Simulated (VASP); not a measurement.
Input of a VASP 6.6.1 run:

File POSCAR:

```
BN
1.0
    0.0000000000      1.8080000000      1.8080000000
    1.8080000000      0.0000000000      1.8080000000
    1.8080000000      1.8080000000      0.0000000000
B N
1 1
Direct
    0.0000000000      0.0000000000      0.0000000000
    0.2500000000      0.2500000000      0.2500000000
```

The input INCAR.step1:

```
SYSTEM = BN
ALGO     = Normal         ! electronic algorithm
EDIFF    = 1E-8           ! SCF threshold, eV
ENCUT    = 500            ! plane-wave cutoff, eV
GGA      = PE             ! functional
ISMEAR   = 0              ! smearing method
LASPH    = .TRUE.         ! aspherical terms in the spheres
LCHARG   = .FALSE.        ! write CHGCAR
LREAL    = .FALSE.        ! projectors in reciprocal space
LWAVE    = .TRUE.         ! write WAVECAR
NELM     = 80             ! most SCF steps
PREC     = Accurate       ! precision mode
SIGMA    = 0.01           ! smearing width, eV
```

File INCAR.step2:

```
SYSTEM = BN
ALGO     = Exact          ! electronic algorithm
EDIFF    = 1E-8           ! SCF threshold, eV
ENCUT    = 500            ! plane-wave cutoff, eV
GGA      = PE             ! functional
ISMEAR   = 0              ! smearing method
ISTART   = 1            
LASPH    = .TRUE.         ! aspherical terms in the spheres
LCHARG   = .FALSE.        ! write CHGCAR
LOPTICS  = .TRUE.         ! frequency-dependent dielectric function
LREAL    = .FALSE.        ! projectors in reciprocal space
LWAVE    = .TRUE.         ! write WAVECAR
NBANDS   = 653            ! bands
NELM     = 1              ! most SCF steps
PREC     = Accurate       ! precision mode
SIGMA    = 0.01           ! smearing width, eV
```

Contents of INCAR.step3:

```
SYSTEM = BN
ALGO     = EVGW0          ! electronic algorithm
EDIFF    = 1E-8           ! SCF threshold, eV
ENCUT    = 500            ! plane-wave cutoff, eV
ENCUTGW  = 200            ! cutoff of the response function
GGA      = PE             ! functional
ISMEAR   = 0              ! smearing method
ISTART   = 1            
LASPH    = .TRUE.         ! aspherical terms in the spheres
LCHARG   = .FALSE.        ! write CHGCAR
LREAL    = .FALSE.        ! projectors in reciprocal space
LWAVE    = .FALSE.        ! write WAVECAR
NBANDS   = 653            ! bands
NBANDSGW = 12           
NELMGW   = 1            
NOMEGA   = 48             ! frequency points
PREC     = Accurate       ! precision mode
PRECFOCK = Fast         
SIGMA    = 0.01           ! smearing width, eV
```

Contents of KPOINTS:

```
k-points
0
G
  2 2 2
  0 0 0
```

Potentials or basis: VASP PAW PBE potentials, release 64 (B_GW, N_GW).

The run is started by

```sh
$ cat potpaw_PBE.64/B_GW/POTCAR potpaw_PBE.64/N_GW/POTCAR > POTCAR
$ cp INCAR.step1 INCAR
$ mpirun -np 1 vasp_std > vasp.out
$ cp INCAR.step2 INCAR
$ mpirun -np 1 vasp_std > vasp.out
$ cp INCAR.step3 INCAR
$ mpirun -np 1 vasp_std > vasp.out
```

**Question.** What does it give for the quasiparticle gap?

**Answer.** 5.25 eV.

**Question.** What does it give for the least direct quasiparticle gap?

**Answer.** 10.22 eV.

**Question.** What does it give for the band gap of the starting levels on the mesh?

**Answer.** 4.09 eV.

**Question.** Predict the least direct gap of the starting levels on the mesh.

**Answer.** 8.39 eV.

Caveat: the k points lie up to 1.50 Å⁻¹ apart, too coarse for converged energies, forces and pressures; bands, screening cutoff and mesh are small and nothing is extrapolated, so the quasiparticle values aren't converged.
